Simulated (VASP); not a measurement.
A run of VASP 6.6.1 is set up as follows.

Contents of INCAR:

```
SYSTEM = Sc
PREC = Accurate ; ENCUT = 520
EDIFF = 1E-6 ; ISMEAR = -1
SIGMA = 0.1 ; LREAL = .False.
LASPH = .True. ; NELM = 100
ALGO = Normal ; ISIF = 2
LWAVE = .False. ; LCHARG = .True.
GGA = CA ; LELF = .True.
LVHAR = .True. ; NBANDS = 12
```

Contents of KPOINTS:

```
Automatic mesh
0
Gamma
  15 15 15
  0 0 0
```

File POSCAR:

```
Sc
1.0
    0.0000000000      2.2395065722      2.2395065722
    2.2395065722      0.0000000000      2.2395065722
    2.2395065722      2.2395065722      0.0000000000
Sc
1
Direct
    0.0000000000      0.0000000000      0.0000000000
```

Potentials or basis: VASP PAW LDA potentials, release 64 (Sc_sv).

Run with:

```sh
$ cat potpaw_LDA.64/Sc_sv/POTCAR > POTCAR
$ mpirun -np 1 vasp_std > vasp.out
```

Problem. Predict the pressure.

Solution. 0.1 GPa.
